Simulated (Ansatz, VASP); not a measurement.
## SnTe in VASP and in Ansatz

File INCAR:

```
  PREC = Accurate
  ENCUT = 520
  EDIFF = 1E-6
  ISMEAR = -1
  SIGMA = 0.03
  LREAL = F
  LASPH = T
  NELM = 100
  ALGO = Normal
  ISIF = 2
  LWAVE = F
  LCHARG = T
  GGA = PS
  LELF = T
  LVHAR = T
  NBANDS = 17
```

File KPOINTS:

```
Automatic mesh
0
Gamma
  4 4 4
```

File POSCAR:

```
SnTe
1.0
    0.0000000000      3.6111460000      3.6111460000
    3.6111460000      0.0000000000      3.6111460000
    3.6111460000      3.6111460000      0.0000000000
Te Sn
1 1
Direct
    0.2500000000      0.2500000000      0.2500000000
    0.0000000000      0.0000000000      0.0000000000
```

File input.yaml:

```yaml
crystal:
  lattice:
    - [0.0, 3.611146, 3.611146]
    - [3.611146, 0.0, 3.611146]
    - [3.611146, 3.611146, 0.0]
  atoms:
    - { symbol: Te, position: [0.25, 0.25, 0.25] }
    - { symbol: Sn, position: [0.0, 0.0, 0.0] }
kpoints:
  mp_grid: { grid: [4, 4, 4] }
scf:
  occupations: { method: fermi_dirac, width: 0.03 }
hamiltonian:
  xc: pbesol
  pseudopotentials: { kind: all_electron, lapw: { basis_error: 0.001 } }
output:
  forces: true
  stress: true
  eigenvalues: true
```

Alike in both runs: task single point; functional PBEsol; k mesh 4 × 4 × 4; occupations fermi-dirac, width 0.03 eV; no spin polarisation.

|  | VASP | Ansatz |
| --- | --- | --- |
| version | VASP 6.6.1 | Ansatz 0.2.0 |
| potentials or method | VASP PAW PBE potentials, release 64 (Te, Sn_d), cutoff 520 eV | all-electron LAPW, scalar-relativistic |

|  | VASP | Ansatz | Ansatz less VASP |
| --- | --- | --- | --- |
| pressure (GPa) | -1.7 | -1.7 | +0.02 |

VASP's potentials were made for PBE, not for PBEsol. Ansatz ran all-electron here, and VASP with PAW potentials.

Neither program's run includes spin-orbit coupling.
